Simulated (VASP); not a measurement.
Wanted: the native input for a VASP 6.6.1 run.

```yaml
Task: dielectric tensor
Functional: LDA
Potentials_or_basis: VASP PAW LDA potentials, release 64 (Ba_sv, Ti_sv, O)
Cutoff: 520 eV
k_mesh: 8 × 8 × 8
Occupations: gaussian, width 0.01 eV
Spin: no spin polarisation
Dipole_correction: no
Further_INCAR_settings: ALGO = Normal; EDIFF = 1e-08
```

The structure of BaTiO3 lies in POSCAR:

```
BaTiO3
1.0
    3.9240863716      0.0000000000      0.0000000000
    0.0000000000      2.7941556255      2.7991756076
    0.0000000000     -2.7941556255      2.7991756076
Ba Ti O
1 1 3
Direct
    0.0000000000      0.0017090994      0.0017090994
    0.5000000000      0.5117403617      0.5117403617
    0.5000000000      0.9854802550      0.4910524353
    0.5000000000      0.4910524353      0.9854802550
    0.0000000000      0.4899178486      0.4899178486
```

These files were run (other wordings do the same):

INCAR

```
SYSTEM = BaTiO3
PREC = Accurate
ENCUT = 520
EDIFF = 1E-8
ISMEAR = 0
SIGMA = 0.01
LREAL = .FALSE.
LASPH = .TRUE.
NELM = 120
ALGO = Normal
ISIF = 2
LWAVE = .FALSE.
LCHARG = .FALSE.
LEPSILON = .TRUE.
GGA_COMPAT = .FALSE.
```

KPOINTS

```
regular mesh
0
G
  8 8 8
  0 0 0
```

Potentials or basis: VASP PAW LDA potentials, release 64 (Ba_sv, Ti_sv, O).

Command:

```sh
$ cat potpaw_LDA.64/Ba_sv/POTCAR potpaw_LDA.64/Ti_sv/POTCAR potpaw_LDA.64/O/POTCAR > POTCAR
$ mpirun -np 1 vasp_std > vasp.out
```

Results of the run:

```yaml
Band_gap_on_the_k_mesh: 1.96 eV (least direct gap 2.19 eV)
Electronic_dielectric_tensor_diagonal: 6.54, 6.34, 6.07
Born_charges_mean_of_the_diagonal: Ba +2.78; Ti +6.73; O -3.12, -3.26 (each value once) e
```

Caveat: spin-orbit coupling is left out, which moves the levels of the heavy elements.

It took 82 min on 1 thread of Oxide Virtual Turin-like Processor, on a shared host, peak memory 0.65 GiB.
